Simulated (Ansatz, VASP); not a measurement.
## One calculation of Ni, two programs

```
Ni
1.0
     2.46269    0.00000    0.00000
     1.23135    2.13276    0.00000
     1.23135    0.71092    2.01078
Ni
1
Direct
  0.00000 0.00000 0.00000
```

Alike in both runs: functional PBE; dispersion D4; k mesh 14 × 14 × 14; collinear spin.

Ansatz relaxed the structure, and its values are those at the end. VASP's run is a single point on that final structure, the one shown.

```csv
,VASP,Ansatz
version,VASP 6.6.1,Ansatz 0.2.0
potentials or method,"VASP PAW PBE potentials, release 64 (Ni), cutoff 520 eV","plane waves, PAW"
occupations,"methfessel-paxton of order 1, width 0.3 eV","cold, width 0.3 eV"
valence electrons in the cell,10,18
```

|  | VASP | Ansatz | Ansatz less VASP |
| --- | --- | --- | --- |
| gap on the k mesh at the Fermi level (eV) | none | none | - |
| pressure (GPa) | -0.3 | 0.0 | +0.28 |
| net moment per atom (μB) | 0.60 | 0.65 | +0.049 |
| size of the moment on the site where the two differ most (μB) | 0.60 | 0.69 | +0.081 |

Site moments also hang on the region over which each program counts them. A gap of «none» marks a metal or a gap that the smearing closes. VASP's potentials hold 10 valence electrons a cell and Ansatz's 18, so a difference there can come from the potentials and not from the codes.
